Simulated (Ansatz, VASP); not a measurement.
# One calculation of In, two programs

INCAR

```
SYSTEM = In
ALGO = Normal
EDIFF = 1E-7
ENCUT = 520
GGA = CA
ISIF = 2
ISMEAR = -1
LASPH = .TRUE.
LCHARG = .FALSE.
LREAL = .FALSE.
LWAVE = .FALSE.
NBANDS = 20
NELM = 100
PREC = Accurate
SIGMA = 0.05
```

The input KPOINTS:

```
k-points
0
G
  9 9 5
  0 0 0
```

Contents of POSCAR:

```
In
1.0
    3.3130983036      0.0000000000      0.0000000000
   -1.6565491518      2.8692272962      0.0000000000
    0.0000000000      0.0000000000      5.4721676924
In
2
Direct
    0.6666666667      0.3333333333      0.7500000000
    0.3333333333      0.6666666667      0.2500000000
```

input.yaml

```yaml
crystal:
  lattice:
    - [3.3130983036, 0.0, 0.0]
    - [-1.6565491518, 2.8692272962, 0.0]
    - [0.0, 0.0, 5.4721676924]
  atoms:
    - { symbol: In, position: [0.6666666667, 0.3333333333, 0.75] }
    - { symbol: In, position: [0.3333333333, 0.6666666667, 0.25] }
kpoints:
  mp_grid: { grid: [9, 9, 5] }
scf:
  occupations: { method: fermi_dirac, width: 0.05 }
hamiltonian:
  xc: lda
  pseudopotentials: { kind: all_electron, lapw: { basis_error: 0.001 } }
output:
  forces: true
  stress: true
  eigenvalues: true
```

Change from the starting cell: volume scaled by 0.98.

Alike in both runs: task single point; functional LDA; k mesh 9 × 9 × 5; occupations fermi-dirac, width 0.05 eV; no spin polarisation.

|  | VASP | Ansatz |
| --- | --- | --- |
| version | VASP 6.6.1 | Ansatz 0.2.0 |
| potentials or method | VASP PAW LDA potentials, release 64 (In_d), cutoff 520 eV | all-electron LAPW, scalar-relativistic |

VASP gave:

| Property | Result |
| --- | --- |
| gap on the k mesh at the Fermi level (eV) | none |
| pressure (GPa) | -2.2 |
| traceless stress, the component that is largest in VASP (GPa) | -0.14 |

Task: What did Ansatz give for the same quantities?

Result: gap on the k mesh at the Fermi level (eV): none; pressure (GPa): -2.2; traceless stress, the component that is largest in VASP (GPa): -0.08.

LDA's correlation is that of Perdew and Zunger in VASP and of Perdew and Wang (1992) in Ansatz. A gap of «none» marks a metal or a gap that the smearing closes. Ansatz ran all-electron here, and VASP with PAW potentials.
